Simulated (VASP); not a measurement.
# As2Se (I4_1/amd) in VASP: further runs, part 2 of 2

VASP 6.6.1. Earlier steps stand in the parts before.

## 5. Single point, r2SCAN

This run uses another cell than the first one, of 21.59 Å³/atom, 1.028 times its volume.

File POSCAR:

```
As2Se
1.0
   -3.5142118607      3.5142118607      2.6218478595
    3.5142118607     -3.5142118607      2.6218478595
    3.5142118607      3.5142118607     -2.6218478595
As Se
4 2
Direct
    0.8750000000      0.1250000000      0.7500000000
    0.3750000000      0.1250000000      0.2500000000
    0.8750000000      0.6250000000      0.7500000000
    0.8750000000      0.1250000000      0.2500000000
    0.5000000000      0.5000000000      0.0000000000
    0.2500000000      0.7500000000      0.5000000000
```

File INCAR.step1:

```
SYSTEM = As2Se
ALGO     = Normal         ! electronic algorithm
EDIFF    = 1E-4           ! SCF threshold, eV
ENCUT    = 520            ! plane-wave cutoff, eV
GGA      = PE             ! functional
ISMEAR   = 0              ! smearing method
LASPH    = .True.         ! aspherical terms in the spheres
LCHARG   = .False.        ! write CHGCAR
LREAL    = .False.        ! projectors in reciprocal space
LWAVE    = .True.         ! write WAVECAR
NBANDS   = 25             ! bands
NELM     = 80             ! most SCF steps
PREC     = Accurate       ! precision mode
SIGMA    = 0.1            ! smearing width, eV
```

File INCAR.step2:

```
SYSTEM = As2Se
ALGO     = Normal         ! electronic algorithm
EDIFF    = 1E-6           ! SCF threshold, eV
ENCUT    = 520            ! plane-wave cutoff, eV
ISIF     = 2              ! what is computed and relaxed
ISMEAR   = 0              ! smearing method
ISTART   = 1            
LASPH    = .True.         ! aspherical terms in the spheres
LCHARG   = .True.         ! write CHGCAR
LELF     = .True.         ! ELF
LMIXTAU  = .True.       
LREAL    = .False.        ! projectors in reciprocal space
LVHAR    = .True.       
LWAVE    = .False.        ! write WAVECAR
METAGGA  = R2SCAN         ! meta-GGA
NBANDS   = 25             ! bands
NELM     = 80             ! most SCF steps
PREC     = Accurate       ! precision mode
SIGMA    = 0.1            ! smearing width, eV
```

File KPOINTS:

```
k-points
0
Gamma
  8 8 8
  0 0 0
```

Potentials or basis: VASP PAW PBE potentials, release 64 (As, Se).

Started as:

```console
> cat potpaw_PBE.64/As/POTCAR potpaw_PBE.64/Se/POTCAR > POTCAR
> cp INCAR.step1 INCAR
> mpirun -np 1 vasp_std > vasp.out
> cp INCAR.step2 INCAR
> mpirun -np 1 vasp_std > vasp.out
```

OUTCAR:

```text
SYSTEM = As2Se
   EDIFF = 1E-6
   ENCUT = 520
   ISIF = 2
   ISMEAR = 0
   ISTART = 1
   LASPH = .True.
   LREAL = .False.
   METAGGA = R2SCAN
   NELM = 80
   PREC = Accurate

 ion  position               nearest neighbor table
   1  0.875  0.125  0.750-   5 2.64   6 2.64   4 2.81   4 2.81   3 2.81   3 2.81
   2  0.375  0.125  0.250-   5 2.64   6 2.64   3 2.81   4 2.81   4 2.81   3 2.81
[... 886 lines left out ...]
  -------------------------------------------------------------------------------------
  Total       -0.0478110     -0.0478110     -0.0717563      0.0000000      0.0000000      0.0000000
  in kB       -0.5914455     -0.5914455     -0.8876613      0.0000000      0.0000000      0.0000000
  external PRESSURE =      -0.6901841 kB  Pullay stress =       0.0000000 kB

 VOLUME and BASIS-vectors are now :
 -----------------------------------------------------------------------------
  energy-cutoff  :      520.00
  volume of cell :      129.52
      direct lattice vectors                 reciprocal lattice vectors
    -3.514211861  3.514211861  2.621847859     0.000000000  0.142279413  0.190705192
     3.514211861 -3.514211861  2.621847859     0.142279413  0.000000000  0.190705192
     3.514211861  3.514211861 -2.621847859     0.142279413  0.142279413  0.000000000

 POSITION                                       TOTAL-FORCE (eV/Angst)
 -----------------------------------------------------------------------------------
      0.00000      5.27132      0.65546         0.000000     -0.000000      0.000000
     -0.00000      1.75711      0.65546         0.000000     -0.000000      0.000000
      1.75711      3.51421      1.96639         0.000000     -0.000000      0.000000
     -1.75711      3.51421      1.96639         0.000000     -0.000000      0.000000
      0.00000      0.00000      2.62185        -0.000000      0.000000     -0.000000
      3.51421     -0.00000      1.31092         0.000000     -0.000000     -0.000000
 -----------------------------------------------------------------------------------
    total drift:                               -0.000000      0.000000     -0.000000

  FREE ENERGIE OF THE ION-ELECTRON SYSTEM (eV)
  ---------------------------------------------------
  free  energy   TOTEN  =       -86.7268708461 eV

  energy  without entropy=      -86.7165953227  energy(sigma->0) =      -86.72173308
```

OSZICAR.step1:

```text
N       E                     dE             d eps       ncg     rms          rms(c)
DAV:   1     0.135939996864E+03    0.13594E+03   -0.12861E+04  2950   0.109E+03
DAV:   2    -0.143367828976E+02   -0.15028E+03   -0.14033E+03  3773   0.171E+02
DAV:   3    -0.251287994801E+02   -0.10792E+02   -0.10545E+02  3857   0.476E+01
DAV:   4    -0.252689333481E+02   -0.14013E+00   -0.13966E+00  3334   0.595E+00
DAV:   5    -0.252702674791E+02   -0.13341E-02   -0.13330E-02  3828   0.568E-01    0.623E+00
DAV:   6    -0.252133089624E+02    0.56959E-01   -0.10336E-01  3399   0.173E+00    0.378E+00
DAV:   7    -0.252183976892E+02   -0.50887E-02   -0.68962E-02  3383   0.122E+00    0.944E-01
DAV:   8    -0.252189551705E+02   -0.55748E-03   -0.29785E-03  3492   0.381E-01    0.117E-01
DAV:   9    -0.252191398200E+02   -0.18465E-03   -0.96372E-04  3329   0.175E-01    0.554E-02
DAV:  10    -0.252191652636E+02   -0.25444E-04   -0.61692E-05  1715   0.454E-02
   1 F= -.25219165E+02 E0= -.25213385E+02  d E =-.115608E-01
```

Run time: 10 min. Hardware: 1 thread of Intel Xeon Platinum 8488C (Sapphire Rapids), shared host; peak memory 0.38 GiB.

Results:

```
Free energy            : -86.7269 eV
Pressure               : -0.1 GPa
Band gap on the k mesh : zero (band 16 reaches 5.14 eV, above the bottom of band 17 at 4.64 eV)
```

Levels at points of the mesh, in eV from the Fermi level:
| k point | band 13 | band 14 | band 15 | band 16 | band 17 | band 18 | band 19 | band 20 |
| --- | --- | --- | --- | --- | --- | --- | --- | --- |
| (0.00, 0.00, 0.00) | -3.25 | -2.87 | -2.87 | -1.05 | 2.61 | 3.13 | 3.13 | 3.81 |
| (0.50, 0.00, 0.00) | -1.89 | -1.69 | -0.64 | -0.04 | 0.21 | 0.62 | 1.64 | 2.76 |
| (0.50, 0.50, 0.00) | -1.54 | -1.54 | -1.24 | -1.24 | -0.03 | -0.03 | 2.03 | 2.03 |
| (0.50, 0.50, 0.50) | -0.84 | -0.84 | -0.48 | -0.48 | 0.37 | 0.37 | 0.41 | 0.41 |

Caveat: the PAW data sets were made with another functional, which shifts forces and pressure a little.

## 6. Overview

```csv
level,cell,gap on the mesh (eV),pressure (GPa)
PBEsol,"a = 5.561 Å, angles 102.8, 102.8, 123.9°, 6 atoms",none,0.2
PBEsol+D3(BJ),"a = 5.653 Å, angles 102.7, 102.7, 124.0°, 6 atoms",none,-5.9
r2SCAN,"a = 5.619 Å, angles 102.6, 102.6, 124.4°, 6 atoms",none,-0.1
```

Alike in all rows: task single point; potentials or basis VASP PAW PBE potentials, release 64 (As, Se); no spin polarisation; k mesh 8 × 8 × 8; cutoff (eV) 520; smearing gaussian 0.1 eV.

Caveats: the PAW data sets were made with another functional, which shifts forces and pressure a little; three body term missing (some runs); pairwise dispersion overbinds metals, which lowers pressure and volume (some runs).

Absolute energies hang on the potentials; compare differences alone.
